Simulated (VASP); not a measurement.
# Nb (Im-3m) in VASP: settings compared

The runs below take Nb through single point, with PBE+D4, PBE.

All numbers are computed with VASP 6.6.1; they aren't measurements. Logs are shortened: lines on timing, memory, paths and dates and some standing lists are left out, and cuts for length are marked.

**1. The cell of the first run**

It takes space group Im-3m (No. 229, cubic). The conventional cell has a = 3.318 Å, b = 3.318 Å, c = 3.318 Å, α = 90.00°, β = 90.00°, γ = 90.00°. Within 3.8 Å of Nb (site symmetry m-3m) lie 14 Nb at 2.87 to 3.32 Å.

**2. Single point, PBE+D4**

File INCAR:

```
SYSTEM = Nb
PREC = Accurate
ENCUT = 500
EDIFF = 1E-6
ISMEAR = 0
SIGMA = 0.061
LREAL = .False.
LASPH = .True.
NELM = 120
ALGO = Normal
ISIF = 2
LWAVE = .False.
LCHARG = .False.
GGA = PE
IVDW = 13
NBANDS = 12
GGA_COMPAT = .False.
```

File KPOINTS:

```
regular mesh
0
Gamma
  10 10 10
  0 0 0
```

File POSCAR:

```
Nb
1.0
   -1.6588161896      1.6588161896      1.6588161896
    1.6588161896     -1.6588161896      1.6588161896
    1.6588161896      1.6588161896     -1.6588161896
Nb
1
Direct
    0.0000000000      0.0000000000      0.0000000000
```

Potentials or basis: VASP PAW PBE potentials, release 64 (Nb_sv).

Command:

```
> cat potpaw_PBE.64/Nb_sv/POTCAR > POTCAR
> mpirun -np 1 vasp_std > vasp.out
```

OUTCAR:

```text
SYSTEM = Nb
   PREC = Accurate
   ENCUT = 500
   EDIFF = 1E-6
   ISMEAR = 0
   LREAL = .False.
   LASPH = .True.
   NELM = 120
   ISIF = 2
   GGA = PE
   IVDW = 13

 ion  position               nearest neighbor table
   1  0.000  0.000  0.000-

  LATTYP: Found a body centered cubic cell.
 ALAT       =     3.3176323792

  Lattice vectors:

 A1 = (  -1.6588161896,   1.6588161896,   1.6588161896)
 A2 = (   1.6588161896,  -1.6588161896,   1.6588161896)
 A3 = (   1.6588161896,   1.6588161896,  -1.6588161896)

Analysis of symmetry for initial positions (statically):
=====================================================================
 Subroutine PRICEL returns:
 Original cell was already a primitive cell.

 Routine SETGRP: Setting up the symmetry group for a
 body centered cubic supercell.

 Subroutine GETGRP returns: Found 48 space group operations
 (whereof 48 operations were pure point group operations)
 out of a pool of 48 trial point group operations.

The static configuration has the point symmetry O_h .

Analysis of symmetry for dynamics (positions and initial velocities):
=====================================================================
 Subroutine PRICEL returns:
 Original cell was already a primitive cell.

 Routine SETGRP: Setting up the symmetry group for a
 body centered cubic supercell.

 Subroutine GETGRP returns: Found 48 space group operations
 (whereof 48 operations were pure point group operations)
 out of a pool of 48 trial point group operations.

The dynamic configuration has the point symmetry O_h .

 Subroutine INISYM returns: Found 48 space group operations
 (whereof 48 operations are pure point group operations),
 and found     1 'primitive' translations

----------------------------------------------------------------------------------------

                                     Primitive cell

  volume of cell :      18.2581

  direct lattice vectors                    reciprocal lattice vectors
    -1.658816190  1.658816190  1.658816190     0.000000000  0.301419773  0.301419773
     1.658816190 -1.658816190  1.658816190     0.301419773  0.000000000  0.301419773
     1.658816190  1.658816190 -1.658816190     0.301419773  0.301419773  0.000000000

  length of vectors
     2.873153921  2.873153921  2.873153921     0.426271932  0.426271932  0.426271932

  position of ions in fractional coordinates (direct lattice)
     0.000000000  0.000000000  0.000000000

  ion indices of the primitive-cell ions
   primitive index   ion index
                 1           1

----------------------------------------------------------------------------------------

 KPOINTS: regular mesh

Automatic generation of k-mesh.
 Grid dimensions read from file:
 generate k-points for:   10   10   10

 Generating k-lattice:

  Cartesian coordinates                     Fractional coordinates (reciprocal lattice)
     0.000000000  0.030141977  0.030141977     0.100000000  0.000000000  0.000000000
     0.030141977  0.000000000  0.030141977     0.000000000  0.100000000  0.000000000
     0.030141977  0.030141977  0.000000000     0.000000000  0.000000000  0.100000000

  Length of vectors
     0.042627193  0.042627193  0.042627193

  Shift w.r.t. Gamma in fractional coordinates (k-lattice)
     0.000000000  0.000000000  0.000000000

 Subroutine IBZKPT returns following result:
 ===========================================

 Found     47 irreducible k-points:

 Following reciprocal coordinates:
            Coordinates               Weight
  0.000000  0.000000  0.000000      1.000000
  0.100000  0.000000  0.000000     12.000000
  0.200000  0.000000  0.000000     12.000000
  0.300000  0.000000  0.000000     12.000000
  0.400000  0.000000  0.000000     12.000000
  0.500000  0.000000  0.000000      6.000000
[... 16 lines left out ...]
  0.300000  0.300000  0.100000      8.000000
 -0.300000  0.300000  0.100000     24.000000
 [... further k-points ...]
   k-points           NKPTS =     47   k-points in BZ     NKDIM =     47   number of bands    NBANDS=     12
   number of dos      NEDOS =    301   number of ions     NIONS =      1
   total plane-waves  NPLWV =  13824
   dimension x,y,z NGX =    24 NGY =   24 NGZ =   24
   dimension x,y,z NGXF=    48 NGYF=   48 NGZF=   48
   ions per type =               1
   NGX,Y,Z   is equivalent  to a cutoff of  13.89, 13.89, 13.89 a.u.
   NGXF,Y,Z  is equivalent  to a cutoff of  27.77, 27.77, 27.77 a.u.
 SYSTEM =  Nb
   PREC   = accura    normal or accurate (medium, high low for compatibility)
   ISTART =      0    job   : 0-new  1-cont  2-samecut
   ICHARG =      2    charge: 1-file 2-atom 10-const
   ISPIN  =      1    spin polarized calculation?
   LNONCOLLINEAR =      F non collinear calculations
   LSORBIT =      F    spin-orbit coupling
   LASPH  =      T    aspherical Exc in radial PAW
   ENCUT  =  500.0 eV  36.75 Ry    6.06 a.u.   5.24  5.24  5.24*2*pi/ulx,y,z
   NELM   =    120;   NELMIN=  2; NELMDL= -5     # of ELM steps
   EDIFF  = 0.1E-05   stopping-criterion for ELM
   LREAL  =      F    real-space projection
   EDIFFG = 0.1E-04   stopping-criterion for IOM
   NSW    =      0    number of steps for IOM
   IBRION =     -1    ionic relax: 0-MD 1-quasi-New 2-CG
   NFREE  =      0    steps in history (QN), initial steepest desc. (CG)
   ISIF   =      2    stress and relaxation
   ISYM   =      2    0-nonsym 1-usesym 2-fastsym
   POTIM  = 0.5000    time-step for ionic-motion
   TEBEG  =    0.0;   TEEND  =   0.0 temperature during run
   PSTRESS=    0.0 pullay stress
   NELECT =      13.0000    total number of electrons
   NUPDOWN=      -1.0000    fix difference up-down
   EMIN   =  10.00;   EMAX   =-10.00  energy-range for DOS
   EFERMI =   0.00;   METHOD = LEGACY
   ISMEAR =     0;   SIGMA  =   0.06  broadening in eV -4-tet -1-fermi 0-gaus
   EFERMI_NEDOS =   21; number of points for ismear=-14 and -15
   IALGO  =     38    algorithm
   IMIX   =      4    mixing-type and parameters
     AMIX     =   0.40;   BMIX     =  1.00
     AMIX_MAG =   1.60;   BMIX_MAG =  1.00
  volume/ion in A,a.u.               =      18.26       123.21
  Fermi-wavevector in a.u.,A,eV,Ry     =   1.461855  2.762506 29.075930  2.137021
  Thomas-Fermi vector in A             =   2.578137
   LORBIT       =      0    0 simple, 1 ext, 2 COOP (PROOUT), +10 PAW based schemes
   GGA     = PE    functional components
   LHFCALC =     F    Hartree Fock is set to
   AEXX    =    0.0000 exact exchange contribution
   IVDW    =    13    specifies the selected vdW correction
   LEPSILON=     F    determine dielectric tensor
   LRPA    =     F    only Hartree local field effects (RPA)
 non-spin polarized calculation
 Gauss-broadening in eV      SIGMA  =   0.06
  energy-cutoff  :      500.00
  volume of cell :       18.26
 maximum number of plane-waves:       476
 NGX is ok and might be reduce to    24
   NGX = 11   NGY = 11   NGZ = 11

 number of electron      12.9999999 magnetization

 Free energy of the ion-electron system (eV)
  ---------------------------------------------------
  ext. energy  EPLUGINS =         0.00000000
  ---------------------------------------------------
  free energy    TOTEN  =       -10.19415293 eV

  energy without entropy =      -10.19200625  energy(sigma->0) =      -10.19307959

 E-fermi :  11.0087     XC(G=0): -12.4293

 val. band max:       10.9920952009   @ k =  -0.2000   0.2000   0.2000
 cond. band min:      11.0548394675   @ k =  -0.2000   0.2000   0.1000
 fundamental gap:      0.0627442666
 Fermi energy:        11.0087467461

 k-point     1 :       0.0000    0.0000    0.0000
  band No.  band energies     occupation
      1     -43.3860      2.00000
      2     -18.7127      2.00000
      3     -18.7127      2.00000
      4     -18.7127      2.00000
      5       5.0729      2.00000
      6      11.3657      0.00000
      7      11.3657      0.00000
      8      11.3657      0.00000
      9      14.2307      0.00000
     10      14.2307      0.00000
     11      25.1733      0.00000
     12      25.1733      0.00000

 k-point     2 :       0.1000    0.0000    0.0000
  band No.  band energies     occupation
      1     -43.3642      2.00000
      2     -18.8458      2.00000
      3     -18.7533      2.00000
      4     -18.7137      2.00000
      5       5.4719      2.00000
      6      11.1253      0.00687
      7      11.2943      0.00000
      8      11.7516      0.00000
      9      13.9026      0.00000
     10      14.2352      0.00000
     11      25.4756      0.00000
     12      25.8667      0.00000

 k-point     3 :       0.2000    0.0000    0.0000
  band No.  band energies     occupation
      1     -43.3068      2.00000
      2     -19.1844      2.00000
      3     -18.8582      2.00000
      4     -18.7166      2.00000
      5       6.4767      2.00000
      6      10.5611      2.00000
      7      10.9885      1.36161
      8      12.8607      0.00000
      9      13.6352      0.00000
     10      14.2999      0.00000
     11      25.6927      0.00000
     12      27.1017      0.00000

 k-point     4 :       0.3000    0.0000    0.0000
  band No.  band energies     occupation
      1     -43.2350      2.00000
      2     -19.5852      2.00000
      3     -18.9852      2.00000
      4     -18.7202      2.00000
      5       7.3517      2.00000
      6       9.9599      2.00000
      7      11.0705      0.15253
      8      13.9019      0.00000
      9      14.4966      0.00000
     10      14.5273      0.00000
     11      24.5706      0.00000
     12      25.8867      0.00000

 k-point     5 :       0.4000    0.0000    0.0000
  band No.  band energies     occupation
      1     -43.1761      2.00000
      2     -19.8968      2.00000
      3     -19.0857      2.00000
      4     -18.7233      2.00000
      5       7.4230      2.00000
      6       9.5303      2.00000
      7      12.2757      0.00000
      8      14.2466      0.00000
      9      14.7778      0.00000
     10      16.3377      0.00000
     11      23.1553      0.00000
     12      23.8102      0.00000
[... 228 lines left out ...]
      1     -43.1433      2.00000
      2     -19.7508      2.00000
      3     -19.3016      2.00000
      4     -18.9567      2.00000
      5       8.8251      2.00000
      6       9.5379      2.00000
      7      10.9025      1.98623
      8      14.6401      0.00000
      9      14.9892      0.00000
     10      19.9582      0.00000
     11      21.4640      0.00000
     12      23.6523      0.00000

 k-point    22 :      -0.2000    0.2000    0.1000
  band No.  band energies     occupation
      1     -43.2872      2.00000
      2     -19.1867      2.00000
      3     -18.9014      2.00000
      4     -18.8176      2.00000
      5       6.8265      2.00000
      6      10.9013      1.98723
      7      11.0548      0.28525
      8      12.5836      0.00000
      9      12.7253      0.00000
     10      14.9148      0.00000
     11      26.4606      0.00000
     12      27.2317      0.00000

 k-point    23 :       0.3000    0.3000    0.1000
  band No.  band energies     occupation
      1     -43.1346      2.00000
      2     -19.5449      2.00000
      3     -19.5449      2.00000
      4     -18.9964      2.00000
      5       8.9759      2.00000
      6      10.2493      2.00000
      7      10.2493      2.00000
      8      14.8878      0.00000
      9      14.8878      0.00000
     10      20.6504      0.00000
     11      21.9444      0.00000
     12      21.9444      0.00000

 k-point    24 :      -0.3000    0.3000    0.1000
  band No.  band energies     occupation
      1     -43.2173      2.00000
      2     -19.5666      2.00000
      3     -19.0306      2.00000
      4     -18.8165      2.00000
      5       7.6988      2.00000
      6      10.3404      2.00000
      7      10.7183      2.00000
      8      13.0642      0.00000
      9      14.3983      0.00000
     10      15.1462      0.00000
     11      24.7456      0.00000
     12      26.5224      0.00000

 [... further k-points ...]

------------------------ aborting loop because EDIFF is reached ----------------------------------------

  DFT-D4 for vdW energy calculation

  Edisp (eV):   -0.32920

  FORCE on cell =-STRESS in cart. coord.  units (eV):
  Direction    XX          YY          ZZ          XY          YZ          ZX
  --------------------------------------------------------------------------------------
  -------------------------------------------------------------------------------------
  Total      -0.45464    -0.45464    -0.45464    -0.00000     0.00000     0.00000
  in kB     -39.89519   -39.89519   -39.89519    -0.00000     0.00000     0.00000
  external pressure =      -39.90 kB  Pullay stress =        0.00 kB

 VOLUME and BASIS-vectors are now :
 -----------------------------------------------------------------------------
  energy-cutoff  :      500.00
  volume of cell :       18.26
      direct lattice vectors                 reciprocal lattice vectors
    -1.658816190  1.658816190  1.658816190     0.000000000  0.301419773  0.301419773
     1.658816190 -1.658816190  1.658816190     0.301419773  0.000000000  0.301419773
     1.658816190  1.658816190 -1.658816190     0.301419773  0.301419773  0.000000000

 POSITION                                       TOTAL-FORCE (eV/Angst)
 -----------------------------------------------------------------------------------
      0.00000      0.00000      0.00000         0.000000     -0.000000      0.000000
 -----------------------------------------------------------------------------------
    total drift:                                0.000000      0.000000      0.000000

  FREE ENERGIE OF THE ION-ELECTRON SYSTEM (eV)
  ---------------------------------------------------
  free  energy   TOTEN  =       -10.5233489019 eV

  energy  without entropy=      -10.5212022223  energy(sigma->0) =      -10.52227556
```

Run time: 13 s. Hardware: 1 thread of Intel Xeon 8259CL, shared host; peak memory 0.14 GiB.

Results:

```yaml
Free_energy: -10.5233 eV
Pressure: -4.0 GPa
Dispersion_energy_per_atom: -0.329 eV
```

Caveat: pairwise dispersion overbinds metals, which lowers pressure and volume.

**3. Single point, PBE**

File INCAR:

```
PREC = Accurate ; ENCUT = 500
EDIFF = 1E-6 ; ISMEAR = 1
SIGMA = 0.0091 ; LREAL = F
LASPH = T ; NELM = 120
ALGO = Normal ; ISIF = 2
LWAVE = F ; LCHARG = F
GGA = PE ; NBANDS = 12
GGA_COMPAT = F
```

File KPOINTS:

```
regular mesh
0
Gamma
  10 10 10
```

POSCAR, as its differences from that of step 2:

```diff
@@ -8,2 +8,2 @@
 Direct
-    0.0000000000      0.0000000000      0.0000000000
+    0.0150709887      0.0150709887      0.0000000000
```

Potentials or basis: VASP PAW PBE potentials, release 64 (Nb_sv).

Command:

```
> cat potpaw_PBE.64/Nb_sv/POTCAR > POTCAR
> mpirun -np 1 vasp_std > vasp.out
```

It took 13 s on 1 thread of Intel Xeon 8259CL, shared host; peak memory 0.14 GiB.

The run converged. Its results:

```
Free energy : -10.1933 eV
Pressure    : -1.2 GPa
```

Levels at points of the mesh, in eV from the Fermi level:
```
           k point  band 2  band 3  band 4  band 5  band 6  band 7  band 8  band 9  band 10  band 11
(0.00, 0.00, 0.00)  -29.70  -29.70  -29.70   -5.92    0.37    0.37    0.37    3.24     3.24    14.18
(0.50, 0.00, 0.00)  -31.00  -30.12  -29.72   -3.67   -1.62    2.22    3.26    3.93     6.27    11.58
(0.50, 0.50, 0.50)  -30.60  -30.60  -30.60   -3.64   -3.64    5.52    5.52    5.52     8.96     8.96
```

**4. Single point, PBE**

File INCAR:

```
PREC     = Accurate       # precision mode
ENCUT    = 500            # plane-wave cutoff, eV
EDIFF    = 1E-6           # SCF threshold, eV
ISMEAR   = -1             # smearing method
SIGMA    = 0.1            # smearing width, eV
LREAL    = False          # projectors in reciprocal space
LASPH    = True           # aspherical terms in the spheres
NELM     = 120            # most SCF steps
ALGO     = Normal         # electronic algorithm
ISIF     = 2              # what is computed and relaxed
LWAVE    = False          # write WAVECAR
LCHARG   = True           # write CHGCAR
GGA      = PE             # functional
LELF     = True           # ELF
LVHAR    = True         
NBANDS   = 12             # bands
GGA_COMPAT= False
```

KPOINTS is that of step 3.

POSCAR, as its differences from that of step 3:

```diff
@@ -8,2 +8,2 @@
 Direct
-    0.0150709887      0.0150709887      0.0000000000
+    0.0000000000      0.0000000000      0.0000000000
```

Command:

```
> cat potpaw_PBE.64/Nb_sv/POTCAR > POTCAR
> mpirun -np 1 vasp_std > vasp.out
```

Run time: 12 s. Hardware: 1 thread of Intel Xeon 8259CL, shared host; peak memory 0.14 GiB.

The run converged. Its results:

```
Free energy : -10.2230 eV
Pressure    : -1.0 GPa
```

Levels at points of the mesh, in eV from the Fermi level:
```
           k point  band 3  band 4  band 5  band 6  band 7  band 8  band 9  band 10
(0.00, 0.00, 0.00)  -29.74  -29.74   -5.96    0.34    0.34    0.34    3.20     3.20
(0.50, 0.00, 0.00)  -30.15  -29.75   -3.70   -1.65    2.18    3.22    3.90     6.23
(0.50, 0.50, 0.50)  -30.63  -30.63   -3.68   -3.68    5.48    5.48    5.48     8.92
```

**5. Overview**

```csv
level,smearing,gap on the mesh (eV),pressure (GPa)
PBE+D4,gaussian 0.061 eV,none,-4.0
PBE,methfessel-paxton 0.0091 eV,none,-1.2
PBE,fermi-dirac 0.1 eV,none,-1.0
```

Alike in all rows: task single point; potentials or basis VASP PAW PBE potentials, release 64 (Nb_sv); no spin polarisation; cell as given; k mesh 10 × 10 × 10; cutoff (eV) 500.

Every run on the cell as given and a fine mesh finds a metal. The pressure there spans -4.0 GPa (PBE+D4) to -1.0 GPa (PBE); a positive pressure means that this level wants a larger cell, a negative one a smaller.

Caveats: pairwise dispersion overbinds metals, which lowers pressure and volume (some runs).

Total energies depend on the potentials used, so only differences within one code and one set of settings carry meaning.
